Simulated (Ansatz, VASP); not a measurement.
## Pt: VASP beside Ansatz

```
Pt
1.0
     2.59789    0.00000    0.00000
    -1.29894    2.24984    0.00000
     0.00000    0.00000    5.41148
Pt
2
Direct
  0.66667 0.33333 0.75000
  0.33333 0.66667 0.25000
```

Alike in both runs: task single point; functional r2SCAN; k mesh 24 × 24 × 12; occupations gaussian, width 0.15 eV; no spin polarisation.

```csv
,VASP,Ansatz
version,VASP 6.6.1,Ansatz 0.2.0
potentials or method,"VASP PAW PBE potentials, release 64 (Pt), cutoff 520 eV","scalar-relativistic, plane waves, PAW"
valence electrons in the cell,20,36
```

Ansatz gave:

```
gap on the k mesh at the Fermi level (eV)                     : none
pressure (GPa)                                                : 10.7
traceless stress, the component that is largest in VASP (GPa) : -27.62
```

**Question.** What did VASP give for the same quantities?

**Answer.** gap on the k mesh at the Fermi level (eV): none; pressure (GPa): 11.5; traceless stress, the component that is largest in VASP (GPa): -28.22.

VASP's potentials were made for PBE, not for r2SCAN. A gap of «none» marks a metal or a gap that the smearing closes. VASP's potentials hold 20 valence electrons a cell and Ansatz's 36, so a difference there can come from the potentials and not from the codes.

Neither program's run includes spin-orbit coupling.
